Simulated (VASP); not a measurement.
# Pb (I4_1/amd) in VASP: relaxation of cell and atoms with PBEsol

Aim: the relaxation of cell and atoms of Pb with PBEsol.

Everything below comes from runs of VASP 6.6.1. Logs are shortened: lines on timing, memory, paths and dates and some standing lists are left out, and cuts for length are marked.

### Step 1. The cell of the first run

It takes space group I4_1/amd (No. 141, tetragonal). Conventional cell: a = 6.160 Å, b = 6.160 Å, c = 3.360 Å, α = 90.00°, β = 90.00°, γ = 90.00°. Within 4.2 Å of Pb (site symmetry -4m2) lie 10 Pb at 3.19 to 3.98 Å.

### Step 2. Relaxation of cell and atoms, PBEsol

INCAR reads:

```
SYSTEM = Pb
  PREC = Accurate
  ENCUT = 600
  EDIFF = 1E-7
  ISMEAR = 0
  SIGMA = 0.1
  LREAL = .FALSE.
  LASPH = .TRUE.
  NELM = 80
  ALGO = Fast
  ISIF = 3
  LWAVE = .FALSE.
  LCHARG = .FALSE.
  GGA = PS
  IBRION = 2
  NSW = 100
  EDIFFG = -0.01
```

KPOINTS reads:

```
regular mesh
0
G
  18 18 18
  0 0 0
```

POSCAR reads:

```
Pb
1.0
   -3.0799865891      3.0799865891      1.6801895393
    3.0799865891     -3.0799865891      1.6801895393
    3.0799865891      3.0799865891     -1.6801895393
Pb
2
Direct
    0.0000000000      0.0000000000      0.0000000000
    0.7500000000      0.2500000000      0.5000000000
```

Potentials or basis: VASP PAW PBE potentials, release 64 (Pb_d).

On the command line:

```sh
$ cat potpaw_PBE.64/Pb_d/POTCAR > POTCAR
$ mpirun -np 1 vasp_std > vasp.out
```

OUTCAR:

```text
SYSTEM = Pb
   PREC = Accurate
   ENCUT = 600
   EDIFF = 1E-7
   ISMEAR = 0
   LREAL = .FALSE.
   LASPH = .TRUE.
   NELM = 80
   ISIF = 3
   GGA = PS
   IBRION = 2
   NSW = 100
   EDIFFG = -0.01

 ion  position               nearest neighbor table
   1  0.000  0.000  0.000-   2 3.19   2 3.19   2 3.19   2 3.19   2 3.98   2 3.98   2 3.98   2 3.98

   2  0.750  0.250  0.500-   1 3.19   1 3.19   1 3.19   1 3.19   1 3.98   1 3.98   1 3.98   1 3.98

  LATTYP: Found a body centered tetragonal cell.
 ALAT       =     6.1599731782
 C/A-ratio  =     0.5455184595

  Lattice vectors:

 A1 = (  -3.0799865891,   3.0799865891,   1.6801895393)
 A2 = (   3.0799865891,  -3.0799865891,   1.6801895393)
 A3 = (   3.0799865891,   3.0799865891,  -1.6801895393)

Analysis of symmetry for initial positions (statically):
=====================================================================
 Subroutine PRICEL returns:
 Original cell was already a primitive cell.

 Routine SETGRP: Setting up the symmetry group for a
 body centered tetragonal supercell.

 Subroutine GETGRP returns: Found 16 space group operations
 (whereof  8 operations were pure point group operations)
 out of a pool of 16 trial point group operations.

The static configuration has the point symmetry D_2d.
 The point group associated with its full space group is D_4h.

Analysis of symmetry for dynamics (positions and initial velocities):
=====================================================================
 Subroutine PRICEL returns:
 Original cell was already a primitive cell.

 Routine SETGRP: Setting up the symmetry group for a
 body centered tetragonal supercell.

 Subroutine GETGRP returns: Found 16 space group operations
 (whereof  8 operations were pure point group operations)
 out of a pool of 16 trial point group operations.

The dynamic configuration has the point symmetry D_2d.
 The point group associated with its full space group is D_4h.

 Subroutine INISYM returns: Found 16 space group operations
 (whereof  8 operations are pure point group operations),
 and found     1 'primitive' translations

----------------------------------------------------------------------------------------

                                     Primitive cell

  volume of cell :      63.7552

  direct lattice vectors                    reciprocal lattice vectors
    -3.079986589  3.079986589  1.680189539     0.000000000  0.162338369  0.297585474
     3.079986589 -3.079986589  1.680189539     0.162338369  0.000000000  0.297585474
     3.079986589  3.079986589 -1.680189539     0.162338369  0.162338369  0.000000000

  length of vectors
     4.668583475  4.668583475  4.668583475     0.338985044  0.338985044  0.229581123

  position of ions in fractional coordinates (direct lattice)
     0.000000000  0.000000000  0.000000000
     0.750000000  0.250000000  0.500000000

  ion indices of the primitive-cell ions
   primitive index   ion index
                 1           1
                 2           2

----------------------------------------------------------------------------------------

 KPOINTS: regular mesh

Automatic generation of k-mesh.
 Grid dimensions read from file:
 generate k-points for:   18   18   18

 Generating k-lattice:

  Cartesian coordinates                     Fractional coordinates (reciprocal lattice)
     0.000000000  0.009018798  0.016532526     0.055555556  0.000000000  0.000000000
     0.009018798  0.000000000  0.016532526     0.000000000  0.055555556  0.000000000
     0.009018798  0.009018798  0.000000000     0.000000000  0.000000000  0.055555556

  Length of vectors
     0.018832502  0.018832502  0.012754507

  Shift w.r.t. Gamma in fractional coordinates (k-lattice)
     0.000000000  0.000000000  0.000000000

 Subroutine IBZKPT returns following result:
 ===========================================

 Found    480 irreducible k-points:

 Following reciprocal coordinates:
            Coordinates               Weight
  0.000000  0.000000  0.000000      1.000000
  0.055556 -0.000000  0.000000      8.000000
  0.111111 -0.000000  0.000000      8.000000
  0.166667 -0.000000  0.000000      8.000000
  0.222222 -0.000000  0.000000      8.000000
  0.277778 -0.000000  0.000000      8.000000
[... 16 lines left out ...]
 -0.277778  0.055556 -0.000000     16.000000
 -0.222222  0.055556 -0.000000     16.000000
 [... further k-points ...]
   k-points           NKPTS =    480   k-points in BZ     NKDIM =    480   number of bands    NBANDS=     18
   number of dos      NEDOS =    301   number of ions     NIONS =      2
   total plane-waves  NPLWV =  64000
   dimension x,y,z NGX =    40 NGY =   40 NGZ =   40
   dimension x,y,z NGXF=    80 NGYF=   80 NGZF=   80
   ions per type =               2
   NGX,Y,Z   is equivalent  to a cutoff of  14.24, 14.24, 14.24 a.u.
   NGXF,Y,Z  is equivalent  to a cutoff of  28.49, 28.49, 28.49 a.u.
 SYSTEM =  Pb
   PREC   = accura    normal or accurate (medium, high low for compatibility)
   ISTART =      0    job   : 0-new  1-cont  2-samecut
   ICHARG =      2    charge: 1-file 2-atom 10-const
   ISPIN  =      1    spin polarized calculation?
   LNONCOLLINEAR =      F non collinear calculations
   LSORBIT =      F    spin-orbit coupling
   LASPH  =      T    aspherical Exc in radial PAW
   ENCUT  =  600.0 eV  44.10 Ry    6.64 a.u.   9.32  9.32  9.32*2*pi/ulx,y,z
   NELM   =     80;   NELMIN=  2; NELMDL= -5     # of ELM steps
   EDIFF  = 0.1E-06   stopping-criterion for ELM
   LREAL  =      F    real-space projection
   EDIFFG = -.1E-01   stopping-criterion for IOM
   NSW    =    100    number of steps for IOM
   IBRION =      2    ionic relax: 0-MD 1-quasi-New 2-CG
   NFREE  =      1    steps in history (QN), initial steepest desc. (CG)
   ISIF   =      3    stress and relaxation
   ISYM   =      2    0-nonsym 1-usesym 2-fastsym
   POTIM  = 0.5000    time-step for ionic-motion
   TEBEG  =    0.0;   TEEND  =   0.0 temperature during run
   PSTRESS=    0.0 pullay stress
   NELECT =      28.0000    total number of electrons
   NUPDOWN=      -1.0000    fix difference up-down
   EMIN   =  10.00;   EMAX   =-10.00  energy-range for DOS
   EFERMI =   0.00;   METHOD = LEGACY
   ISMEAR =     0;   SIGMA  =   0.10  broadening in eV -4-tet -1-fermi 0-gaus
   EFERMI_NEDOS =   21; number of points for ismear=-14 and -15
   IALGO  =     68    algorithm
   IMIX   =      4    mixing-type and parameters
     AMIX     =   0.40;   BMIX     =  1.00
     AMIX_MAG =   1.60;   BMIX_MAG =  1.00
  volume/ion in A,a.u.               =      31.88       215.12
  Fermi-wavevector in a.u.,A,eV,Ry     =   1.244387  2.351551 21.068615  1.548500
  Thomas-Fermi vector in A             =   2.378656
   LORBIT       =      0    0 simple, 1 ext, 2 COOP (PROOUT), +10 PAW based schemes
   GGA     = PS    functional components
   LHFCALC =     F    Hartree Fock is set to
   AEXX    =    0.0000 exact exchange contribution
   IVDW    =     0    specifies the selected vdW correction
   LEPSILON=     F    determine dielectric tensor
   LRPA    =     F    only Hartree local field effects (RPA)
 conjugate gradient relaxation of ions
 non-spin polarized calculation
 RMM-DIIS sequential band-by-band and
 Gauss-broadening in eV      SIGMA  =   0.10
  energy-cutoff  :      600.00
  volume of cell :       63.76
 maximum number of plane-waves:      2155
 NGX is ok and might be reduce to    40
   NGX = 19   NGY = 19   NGZ = 19

--------------------------------------- Ionic step        1  -------------------------------------------

 number of electron      28.0000006 magnetization

 Free energy of the ion-electron system (eV)
  ---------------------------------------------------
  ext. energy  EPLUGINS =         0.00000000
  ---------------------------------------------------
  free energy    TOTEN  =        -7.71722398 eV

  energy without entropy =       -7.71037248  energy(sigma->0) =       -7.71379823

------------------------ aborting loop because EDIFF is reached ----------------------------------------

  FORCE on cell =-STRESS in cart. coord.  units (eV):
  Direction    XX          YY          ZZ          XY          YZ          ZX
  --------------------------------------------------------------------------------------
  -------------------------------------------------------------------------------------
  Total       -0.2484498     -0.2484498     -0.6135140      0.0000000      0.0000000      0.0000000
  in kB       -6.2435750     -6.2435750    -15.4176840      0.0000000      0.0000000      0.0000000
  external PRESSURE =      -9.3016113 kB  Pullay stress =       0.0000000 kB

 VOLUME and BASIS-vectors are now :
 -----------------------------------------------------------------------------
  energy-cutoff  :      600.00
  volume of cell :       63.76
      direct lattice vectors                 reciprocal lattice vectors
    -3.079986589  3.079986589  1.680189539     0.000000000  0.162338369  0.297585474
     3.079986589 -3.079986589  1.680189539     0.162338369  0.000000000  0.297585474
     3.079986589  3.079986589 -1.680189539     0.162338369  0.162338369  0.000000000
[... 109 lines left out ...]
 POSITION                                       TOTAL-FORCE (eV/Angst)
 -----------------------------------------------------------------------------------
      3.07076      3.07076      1.65032        -0.000000      0.000000     -0.000000
      0.00000      3.07076      0.82516         0.000000     -0.000000      0.000000
 -----------------------------------------------------------------------------------
    total drift:                                0.000000     -0.000000      0.000000

  FREE ENERGIE OF THE ION-ELECTRON SYSTEM (eV)
  ---------------------------------------------------
  free  energy   TOTEN  =        -7.7237811593 eV

  energy  without entropy=       -7.7169517646  energy(sigma->0) =       -7.72036646

--------------------------------------- Ionic step        5  -------------------------------------------

 number of electron      28.0000003 magnetization

 Free energy of the ion-electron system (eV)
  ---------------------------------------------------
  ext. energy  EPLUGINS =         0.00000000
  ---------------------------------------------------
  free energy    TOTEN  =        -7.72408195 eV

  energy without entropy =       -7.71722887  energy(sigma->0) =       -7.72065541

 E-fermi :   6.5724     XC(G=0): -10.1532

 val. band max:        6.5713630534   @ k =   0.5000   0.1667   0.0556
 cond. band min:       6.5801556146   @ k =  -0.2222  -0.3333   0.1111
 fundamental gap:      0.0087925613
 Fermi energy:         6.5724207295

 k-point     1 :       0.0000    0.0000    0.0000
  band No.  band energies     occupation
      1     -10.5486      2.00000
      2     -10.4374      2.00000
      3     -10.3747      2.00000
      4     -10.3723      2.00000
      5     -10.0805      2.00000
      6     -10.0805      2.00000
[... 10 lines left out ...]
     17      12.3047      0.00000
     18      13.4433      0.00000
[... 463 lines left out ...]
 k-point    24 :      -0.2222    0.0556   -0.0000
  band No.  band energies     occupation
      1     -10.5084      2.00000
      2     -10.3535      2.00000
      3     -10.3283      2.00000
      4     -10.2789      2.00000
      5     -10.1406      2.00000
      6     -10.1105      2.00000
[... 10 lines left out ...]
     17      10.9294      0.00000
     18      11.3361      0.00000

 [... further k-points ...]
[... 5 lines left out ...]
  --------------------------------------------------------------------------------------
  -------------------------------------------------------------------------------------
  Total        0.0105971      0.0105971      0.0035552      0.0000000     -0.0000000      0.0000000
  in kB        0.2724351      0.2724351      0.0913977      0.0000000     -0.0000000      0.0000000
  external PRESSURE =       0.2120893 kB  Pullay stress =       0.0000000 kB

 VOLUME and BASIS-vectors are now :
 -----------------------------------------------------------------------------
  energy-cutoff  :      600.00
  volume of cell :       62.32
      direct lattice vectors                 reciprocal lattice vectors
    -3.078493913  3.078493913  1.643982660     0.000000000  0.162417083  0.304139461
     3.078493913 -3.078493913  1.643982660     0.162417083  0.000000000  0.304139461
     3.078493913  3.078493913 -1.643982660     0.162417083  0.162417083  0.000000000

 POSITION                                       TOTAL-FORCE (eV/Angst)
 -----------------------------------------------------------------------------------
      0.00000      0.00000      0.00000        -0.000000     -0.000000     -0.000000
     -0.00000      3.07849      0.82199         0.000000      0.000000      0.000000
 -----------------------------------------------------------------------------------
    total drift:                               -0.000000      0.000000     -0.000000

  FREE ENERGIE OF THE ION-ELECTRON SYSTEM (eV)
  ---------------------------------------------------
  free  energy   TOTEN  =        -7.7240819476 eV

  energy  without entropy=       -7.7172288681  energy(sigma->0) =       -7.72065541

 reached required accuracy - stopping structural energy minimisation
```

Run time: 56 min. Hardware: 1 thread of Oxide Virtual Turin-like, shared host; peak memory 0.65 GiB.

What came out:

| Property | Result |
| --- | --- |
| Free energy | -7.7241 eV |
| Relaxed volume | 31.16 Å³/atom |
| Relaxed cell | a = 4.654 Å, b = 4.654 Å, c = 4.654 Å, α = 97.17°, β = 97.17°, γ = 138.63° |
| Space group after relaxing (to 0.1 Å) | I4_1/amd (No. 141) |
| Energy gained by relaxing | 3.4 meV/atom |
| Ionic steps | 5 |
| Pressure after relaxing | 0.0 GPa |
| Band gap on the k mesh | zero (bands 14 and 15 overlap by 3.49 eV) |

Step by step:
```
step  energy change (eV)  largest force (eV/Å)  pressure (GPa)  volume (Å³)
   1              0.0000                0.0000           -0.93        63.76
   2             -0.0057                0.0000            0.21        62.06
   3             -0.0057                0.0000            0.13        62.17
   4             -0.0066                0.0000            0.07        62.25
   5             -0.0069                0.0000            0.02        62.32
```

Final structure:
```
Pb
1.0
    -3.07849    3.07849    1.64398
     3.07849   -3.07849    1.64398
     3.07849    3.07849   -1.64398
Pb
2
Direct
  0.00000 0.00000 0.00000
  0.75000 0.25000 0.50000
```

Caveat: the PAW data sets were made with another functional, which shifts forces and pressure a little; spin-orbit coupling is left out, which moves the levels of the heavy elements.
